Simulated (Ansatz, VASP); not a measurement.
**KF in VASP and in Ansatz**

Contents of INCAR:

```
PREC     = Accurate       # precision mode
ENCUT    = 520            # plane-wave cutoff, eV
EDIFF    = 1E-6           # SCF threshold, eV
ISMEAR   = -1             # smearing method
SIGMA    = 0.1            # smearing width, eV
LREAL    = False          # projectors in reciprocal space
LASPH    = True           # aspherical terms in the spheres
NELM     = 150            # most SCF steps
ALGO     = Normal         # electronic algorithm
ISIF     = 2              # what is computed and relaxed
LWAVE    = False          # write WAVECAR
LCHARG   = False          # write CHGCAR
LNONCOLLINEAR= True           # non-collinear magnetism
MAGMOM   = -0.036 0.113 0.308 0 0 0 # initial moments
LORBIT   = 11             # projections on sites
GGA      = PE             # functional
NBANDS   = 28             # bands
```

File KPOINTS:

```
regular mesh
0
Gamma
  6 6 6
```

The input POSCAR:

```
KF
1.0
    3.2370821598      0.0000000000      0.0000000000
    0.0000000000      3.2370821598      0.0000000000
    0.0000000000      0.0000000000      3.2370821598
K F
1 1
Direct
    0.0000000000      0.0000000000      0.0000000000
    0.5000000000      0.5000000000      0.5000000000
```

input.yaml

```yaml
crystal:
  lattice:
    - [3.2370821598, 0.0, 0.0]
    - [0.0, 3.2370821598, 0.0]
    - [0.0, 0.0, 3.2370821598]
  atoms:
    - { symbol: K, position: [0.0, 0.0, 0.0], spin: 0.33, spin_axis: [-0.109076, 0.342379, 0.933209] }
    - { symbol: F, position: [0.5, 0.5, 0.5] }
kpoints:
  mp_grid: { grid: [6, 6, 6] }
scf:
  occupations: { method: fermi_dirac, width: 0.1 }
hamiltonian:
  xc: pbe
  pseudopotentials: { kind: all_electron, lapw: { basis_error: 0.001 } }
magnetization:
  noncollinear: true
output:
  forces: true
  stress: true
  eigenvalues: true
```

Change from the starting cell: volume scaled by 0.98.

Alike in both runs: task single point; functional PBE; k mesh 6 × 6 × 6; occupations fermi-dirac, width 0.1 eV; non-collinear spin.

```csv
,VASP,Ansatz
version,VASP 6.6.1,Ansatz 0.2.0
potentials or method,"VASP PAW PBE potentials, release 64 (K_sv, F), cutoff 520 eV","all-electron LAPW, scalar-relativistic"
```

Ansatz gave:

| Property | Result |
| --- | --- |
| gap on the k mesh at the Fermi level (eV) | 6.41 |
| least direct gap on the mesh (eV) | 6.46 |
| pressure (GPa) | 0.7 |
| net moment per atom (μB) | 0.00 |

Problem. What did VASP give for the same quantities?

Solution. gap on the k mesh at the Fermi level (eV): 6.40; least direct gap on the mesh (eV): 6.45; pressure (GPa): 0.7; net moment per atom (μB): 0.00.

Ansatz ran all-electron here, and VASP with PAW potentials.
